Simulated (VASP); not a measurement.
The system is Sn.

```
Sn
1.0
    -2.94828    2.95040    1.58882
     2.95040   -2.94828    1.58882
     2.94605    2.94605   -1.58493
Sn
2
Direct
  0.00003 0.99997 0.00000
  0.74997 0.25003 0.50000
```

Base run:

- Program: VASP 6.6.1
- Functional: r2SCAN
- Potentials or basis: VASP PAW PBE potentials, release 64 (Sn_d)
- Cutoff: 520 eV
- k mesh: 7 × 7 × 5
- Occupations: fermi-dirac, width 0.1 eV
- Spin: no spin polarisation

Its results: band gap on the k mesh zero (band 14 reaches 9.08 eV, above the bottom of band 15 at 5.84 eV); pressure -0.1 GPa; largest force 0.023 eV/Å.

Task: The run is repeated on the same cell with these changes: k mesh from 7 × 7 × 5 to 2 × 2 × 1. What comes out?

Result: Band gap on the k mesh zero (band 14 reaches 8.27 eV, above the bottom of band 15 at 6.52 eV); pressure 7.4 GPa; largest force 0.309 eV/Å.

Caveats: some runs use coarse meshes; the PAW data sets were made with another functional, which shifts forces and pressure a little; spin-orbit coupling is left out, which moves the levels of the heavy elements.
